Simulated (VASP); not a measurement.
# AlN (P1) in VASP: single point with r2SCAN

Aim: the single point of AlN with r2SCAN.

Program: VASP 6.6.1. These are calculated values, not measurements. Logs are shortened: lines on timing, memory, paths and dates and some standing lists are left out, and cuts for length are marked.

## (1) The cell of the first run

The typed cell holds 4 atoms: a = 3.107 Å, b = 3.107 Å, c = 4.978 Å, α = 90.00°, β = 90.00°, γ = 120.00°.

## (2) Single point, r2SCAN (atom 1 (Al) moved by (-0.450, -0.450) A along x and z)

Input file POSCAR:

```
AlN
1.0
    3.1066653383      0.0000000000      0.0000000000
   -1.5533326691      2.6904511040      0.0000000000
    0.0000000000      0.0000000000      4.9784048429
Al N
2 2
Direct
    0.1884834860      0.6666666667     -0.0886974966
    0.6666666667      0.3333333333      0.5016929024
    0.3333333333      0.6666666667      0.3833070976
    0.6666666667      0.3333333333      0.8833070976
```

Input file INCAR.step1:

```
SYSTEM = AlN
PREC = Accurate
ENCUT = 520
ISMEAR = 0
SIGMA = 0.05
LREAL = .False.
LASPH = .True.
NELM = 80
NBANDS = 16
GGA = PE
ALGO = Normal
EDIFF = 1E-4
LWAVE = .True.
LCHARG = .False.
```

Input file INCAR.step2:

```
SYSTEM = AlN
PREC = Accurate
ENCUT = 520
EDIFF = 1E-6
ISMEAR = 0
SIGMA = 0.05
LREAL = .False.
LASPH = .True.
NELM = 80
ALGO = Normal
ISIF = 2
LWAVE = .False.
LCHARG = .True.
METAGGA = R2SCAN
LMIXTAU = .True.
LELF = .True.
LVHAR = .True.
NBANDS = 16
ISTART = 1
```

Input file KPOINTS:

```
regular mesh
0
Gamma
  12 12 6
  0 0 0
```

Potentials or basis: VASP PAW PBE potentials, release 64 (Al, N).

The run is started by

```console
$ cat potpaw_PBE.64/Al/POTCAR potpaw_PBE.64/N/POTCAR > POTCAR
$ cp INCAR.step1 INCAR
$ mpirun -np 1 vasp_std > vasp.out
$ cp INCAR.step2 INCAR
$ mpirun -np 1 vasp_std > vasp.out
```

OUTCAR:

```text
SYSTEM = AlN
   PREC = Accurate
   ENCUT = 520
   EDIFF = 1E-6
   ISMEAR = 0
   LREAL = .False.
   LASPH = .True.
   NELM = 80
   ISIF = 2
   METAGGA = R2SCAN
   ISTART = 1

 ion  position               nearest neighbor table
   1  0.188  0.667  0.911-   4 1.43   4 1.85   4 2.20   3 2.39   2 2.49   2 2.75   2 3.00   2 3.27

   2  0.667  0.333  0.502-   3 1.89   3 1.89   3 1.89   4 1.90   1 2.49   1 2.75   1 3.00   1 3.27

   3  0.333  0.667  0.383-   2 1.89   2 1.89   2 1.89   1 2.39
   4  0.667  0.333  0.883-   1 1.43   1 1.85   2 1.90   1 2.20

  LATTYP: Found a hexagonal cell.
 ALAT       =     3.1066653383
 C/A-ratio  =     1.6024915145

  Lattice vectors:

 A1 = (   3.1066653383,   0.0000000000,   0.0000000000)
 A2 = (  -1.5533326691,   2.6904511040,   0.0000000000)
 A3 = (   0.0000000000,   0.0000000000,   4.9784048429)

Analysis of symmetry for initial positions (statically):
=====================================================================
 Subroutine PRICEL returns:
 Original cell was already a primitive cell.

 Routine SETGRP: Setting up the symmetry group for a
 hexagonal supercell.

 Subroutine GETGRP returns: Found  1 space group operations
 (whereof  1 operations were pure point group operations)
 out of a pool of 24 trial point group operations.

The static configuration has the point symmetry C_1 .

Analysis of symmetry for dynamics (positions and initial velocities):
=====================================================================
 Subroutine PRICEL returns:
 Original cell was already a primitive cell.

 Routine SETGRP: Setting up the symmetry group for a
 hexagonal supercell.

 Subroutine GETGRP returns: Found  1 space group operations
 (whereof  1 operations were pure point group operations)
 out of a pool of 24 trial point group operations.

The dynamic configuration has the point symmetry C_1 .

 Subroutine INISYM returns: Found  1 space group operations
 (whereof  1 operations are pure point group operations),
 and found     1 'primitive' translations

----------------------------------------------------------------------------------------

                                     Primitive cell

  volume of cell :      41.6112

  direct lattice vectors                    reciprocal lattice vectors
     3.106665338  0.000000000  0.000000000     0.321888550  0.185842441  0.000000000
    -1.553332669  2.690451104  0.000000000     0.000000000  0.371684882  0.000000000
     0.000000000  0.000000000  4.978404843     0.000000000  0.000000000  0.200867553

  length of vectors
     3.106665338  3.106665338  4.978404843     0.371684882  0.371684882  0.200867553

  position of ions in fractional coordinates (direct lattice)
     0.188483486  0.666666667  0.911302503
     0.666666667  0.333333333  0.501692902
     0.333333333  0.666666667  0.383307098
     0.666666667  0.333333333  0.883307098

  ion indices of the primitive-cell ions
   primitive index   ion index
                 1           1
                 2           2
                 3           3
                 4           4

----------------------------------------------------------------------------------------

 KPOINTS: regular mesh

Automatic generation of k-mesh.
 Grid dimensions read from file:
 generate k-points for:   12   12    6

 Generating k-lattice:

  Cartesian coordinates                     Fractional coordinates (reciprocal lattice)
     0.026824046  0.015486870  0.000000000     0.083333333  0.000000000  0.000000000
     0.000000000  0.030973740  0.000000000     0.000000000  0.083333333  0.000000000
     0.000000000  0.000000000  0.033477926     0.000000000  0.000000000  0.166666667

  Length of vectors
     0.030973740  0.030973740  0.033477926

  Shift w.r.t. Gamma in fractional coordinates (k-lattice)
     0.000000000  0.000000000  0.000000000

 Subroutine IBZKPT returns following result:
 ===========================================

 Found    436 irreducible k-points:

 Following reciprocal coordinates:
            Coordinates               Weight
  0.000000  0.000000  0.000000      1.000000
  0.083333  0.000000  0.000000      2.000000
  0.000000  0.083333  0.000000      2.000000
 -0.083333  0.083333  0.000000      2.000000
  0.166667  0.000000  0.000000      2.000000
  0.000000  0.166667  0.000000      2.000000
[... 16 lines left out ...]
  0.166667  0.083333  0.000000      2.000000
 -0.083333  0.250000  0.000000      2.000000
 [... further k-points ...]
   k-points           NKPTS =    436   k-points in BZ     NKDIM =    436   number of bands    NBANDS=     16
   number of dos      NEDOS =    301   number of ions     NIONS =      4
   total plane-waves  NPLWV =  23040
   dimension x,y,z NGX =    24 NGY =   24 NGZ =   40
   dimension x,y,z NGXF=    48 NGYF=   48 NGZF=   80
   ions per type =               2   2
   NGX,Y,Z   is equivalent  to a cutoff of  12.84, 12.84, 13.36 a.u.
   NGXF,Y,Z  is equivalent  to a cutoff of  25.69, 25.69, 26.71 a.u.
 SYSTEM =  AlN
   PREC   = accura    normal or accurate (medium, high low for compatibility)
   ISTART =      1    job   : 0-new  1-cont  2-samecut
   ICHARG =      0    charge: 1-file 2-atom 10-const
   ISPIN  =      1    spin polarized calculation?
   LNONCOLLINEAR =      F non collinear calculations
   LSORBIT =      F    spin-orbit coupling
   LASPH  =      T    aspherical Exc in radial PAW
   ENCUT  =  520.0 eV  38.22 Ry    6.18 a.u.   5.78  5.78  9.26*2*pi/ulx,y,z
   NELM   =     80;   NELMIN=  2; NELMDL=  0     # of ELM steps
   EDIFF  = 0.1E-05   stopping-criterion for ELM
   LREAL  =      F    real-space projection
   EDIFFG = 0.1E-04   stopping-criterion for IOM
   NSW    =      0    number of steps for IOM
   IBRION =     -1    ionic relax: 0-MD 1-quasi-New 2-CG
   NFREE  =      0    steps in history (QN), initial steepest desc. (CG)
   ISIF   =      2    stress and relaxation
   ISYM   =      2    0-nonsym 1-usesym 2-fastsym
   POTIM  = 0.5000    time-step for ionic-motion
   TEBEG  =    0.0;   TEEND  =   0.0 temperature during run
   PSTRESS=    0.0 pullay stress
   NELECT =      16.0000    total number of electrons
   NUPDOWN=      -1.0000    fix difference up-down
   EMIN   =  10.00;   EMAX   =-10.00  energy-range for DOS
   EFERMI =   0.00;   METHOD = LEGACY
   ISMEAR =     0;   SIGMA  =   0.05  broadening in eV -4-tet -1-fermi 0-gaus
   EFERMI_NEDOS =   21; number of points for ismear=-14 and -15
   IALGO  =     38    algorithm
   IMIX   =      4    mixing-type and parameters
     AMIX     =   0.40;   BMIX     =  1.00
     AMIX_MAG =   1.60;   BMIX_MAG =  1.00
  volume/ion in A,a.u.               =      10.40        70.20
  Fermi-wavevector in a.u.,A,eV,Ry     =   1.190451  2.249626 19.281821  1.417174
  Thomas-Fermi vector in A             =   2.326535
   LORBIT       =      0    0 simple, 1 ext, 2 COOP (PROOUT), +10 PAW based schemes
   METAGGA = R2SCAN    functional components
   LHFCALC =     F    Hartree Fock is set to
   AEXX    =    0.0000 exact exchange contribution
   IVDW    =     0    specifies the selected vdW correction
   LEPSILON=     F    determine dielectric tensor
   LRPA    =     F    only Hartree local field effects (RPA)
 non-spin polarized calculation
 Gauss-broadening in eV      SIGMA  =   0.05
  energy-cutoff  :      520.00
  volume of cell :       41.61
 maximum number of plane-waves:      1140
   NGX = 11   NGY = 11   NGZ = 19

 number of electron      15.9999997 magnetization

 Free energy of the ion-electron system (eV)
  ---------------------------------------------------
  ext. energy  EPLUGINS =         0.00000000
  ---------------------------------------------------
  free energy    TOTEN  =       -33.88744073 eV

  energy without entropy =      -33.88744073  energy(sigma->0) =      -33.88744073

 E-fermi :   6.5902     XC(G=0): -11.3820

 val. band max:        6.3462474989   @ k =   0.0000   0.0000   0.0000
 cond. band min:       9.8999199442   @ k =   0.0000   0.0000   0.0000
 fundamental gap:      3.5536724453
 Fermi energy:         6.5901866027

 k-point     1 :       0.0000    0.0000    0.0000
  band No.  band energies     occupation
      1     -10.7717      2.00000
      2      -7.7880      2.00000
      3      -0.1894      2.00000
      4       3.1335      2.00000
      5       4.5536      2.00000
      6       6.0532      2.00000
[... 8 lines left out ...]
     15      19.2605      0.00000
     16      19.8444      0.00000

 k-point     2 :       0.0833    0.0000    0.0000
  band No.  band energies     occupation
      1     -10.6868      2.00000
      2      -7.7322      2.00000
      3      -0.0861      2.00000
      4       2.8746      2.00000
      5       4.4270      2.00000
      6       5.6480      2.00000
[... 8 lines left out ...]
     15      19.7462      0.00000
     16      20.0091      0.00000

 k-point     3 :       0.0000    0.0833    0.0000
  band No.  band energies     occupation
      1     -10.6877      2.00000
      2      -7.7316      2.00000
      3      -0.0876      2.00000
      4       2.8905      2.00000
      5       4.3845      2.00000
      6       5.7056      2.00000
[... 8 lines left out ...]
     15      19.7036      0.00000
     16      19.9112      0.00000

 k-point     4 :      -0.0833    0.0833    0.0000
  band No.  band energies     occupation
      1     -10.6919      2.00000
      2      -7.7318      2.00000
      3      -0.0890      2.00000
      4       3.0477      2.00000
      5       4.1433      2.00000
      6       5.6816      2.00000
[... 8 lines left out ...]
     15      19.4612      0.00000
     16      19.9764      0.00000
[... 324 lines left out ...]
 k-point    22 :      -0.1667    0.0833    0.0000
  band No.  band energies     occupation
      1     -10.5310      2.00000
      2      -7.6265      2.00000
      3       0.1126      2.00000
      4       2.6333      2.00000
      5       3.8352      2.00000
      6       5.0325      2.00000
[... 8 lines left out ...]
     15      19.0865      0.00000
     16      19.9164      0.00000

 k-point    23 :       0.1667    0.0833    0.0000
  band No.  band energies     occupation
      1     -10.2076      2.00000
      2      -7.4411      2.00000
      3       0.5092      2.00000
      4       1.5984      2.00000
      5       3.7421      2.00000
      6       4.3930      2.00000
[... 8 lines left out ...]
     15      19.3381      0.00000
     16      19.8648      0.00000

 k-point    24 :      -0.0833    0.2500    0.0000
  band No.  band energies     occupation
      1     -10.2328      2.00000
      2      -7.4349      2.00000
      3       0.4894      2.00000
      4       1.8393      2.00000
      5       3.3757      2.00000
      6       4.3086      2.00000
[... 8 lines left out ...]
     15      19.2964      0.00000
     16      20.6160      0.00000

 [... further k-points ...]
[... 5 lines left out ...]
  --------------------------------------------------------------------------------------
  -------------------------------------------------------------------------------------
  Total       14.7265503     11.2636924     -0.9666202     13.8984253      2.0023203      2.6929117
  in kB      567.0244977    433.6921668    -37.2183106    535.1387423     77.0964440    103.6866675
  external PRESSURE =     321.1661180 kB  Pullay stress =       0.0000000 kB

 VOLUME and BASIS-vectors are now :
 -----------------------------------------------------------------------------
  energy-cutoff  :      520.00
  volume of cell :       41.61
      direct lattice vectors                 reciprocal lattice vectors
     3.106665338  0.000000000  0.000000000     0.321888550  0.185842441  0.000000000
    -1.553332669  2.690451104  0.000000000     0.000000000  0.371684882  0.000000000
     0.000000000  0.000000000  4.978404843     0.000000000  0.000000000  0.200867553

 POSITION                                       TOTAL-FORCE (eV/Angst)
 -----------------------------------------------------------------------------------
     -0.45000      1.79363      4.53683        17.308992     11.746526      5.417263
      1.55333      0.89682      2.49763        -0.518721     -0.291582     -3.517112
     -0.00000      1.79363      1.90826        -0.571789      0.048871      1.229700
      1.55333      0.89682      4.39746       -16.218482    -11.503814     -3.129851
 -----------------------------------------------------------------------------------
    total drift:                               -0.000475      0.000398     -0.000812

  FREE ENERGIE OF THE ION-ELECTRON SYSTEM (eV)
  ---------------------------------------------------
  free  energy   TOTEN  =       -33.8874407337 eV

  energy  without entropy=      -33.8874407337  energy(sigma->0) =      -33.88744073
```

It took 12 min on 1 thread of Intel Xeon Platinum 8488C (Sapphire Rapids), shared host; peak memory 0.35 GiB.

Results:

- Free energy: -33.8874 eV
- Pressure: 32.1 GPa
- Largest force: 21.609 eV/Å
- Band gap on the k mesh: 3.55 eV

Forces on the atoms (eV/Å):
```
Al   17.309  11.747   5.417
Al   -0.519  -0.292  -3.517
N    -0.572   0.049   1.230
N   -16.218 -11.504  -3.130
```

Caveat: the cell differs from its parent crystal (atom 1 (Al) moved by (-0.450, -0.450) A along x and z); the cell stands under pressure; the PAW data sets were made with another functional, which shifts forces and pressure a little. A k mesh can miss the band edges.
